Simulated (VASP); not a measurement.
A run of VASP 6.6.1 is set up as follows.

Contents of INCAR:

```
SYSTEM = HfMoC2
PREC = Accurate
ENCUT = 520
EDIFF = 1E-6
ISMEAR = -1
SIGMA = 0.1
LREAL = .False.
LASPH = .True.
NELM = 60
ALGO = Normal
ISIF = 2
LWAVE = .False.
LCHARG = .False.
GGA = PE
NBANDS = 24
```

Contents of KPOINTS:

```
Automatic mesh
0
Gamma
  7 7 5
  0 0 0
```

Contents of POSCAR:

```
HfMoC2
1.0
    3.2743539394      0.0000000000      0.0000000000
    0.0000000000      3.2743539394      0.0000000000
    0.0000000000      0.0000000000      4.6017135341
Hf Mo C
1 1 2
Direct
    0.0000000000      0.0000000000      0.0000000000
    0.5000000000      0.5000000000      0.5000000000
    0.0000000000      0.0000000000      0.5000000000
    0.5000000000      0.5000000000      0.0000000000
```

Potentials or basis: VASP PAW PBE potentials, release 64 (Hf_pv, Mo_sv, C).

The run is started by

```sh
$ cat potpaw_PBE.64/Hf_pv/POTCAR potpaw_PBE.64/Mo_sv/POTCAR potpaw_PBE.64/C/POTCAR > POTCAR
$ mpirun -np 1 vasp_std > vasp.out
```

(1) Estimate the band gap on the k mesh.

(2) What does it give for the pressure?

Results:

(1) zero (band 16 reaches 9.14 eV, above the bottom of band 17 at 7.42 eV).

(2) -19.0 GPa.

Caveat: spin-orbit coupling is left out, which moves the levels of the heavy elements.
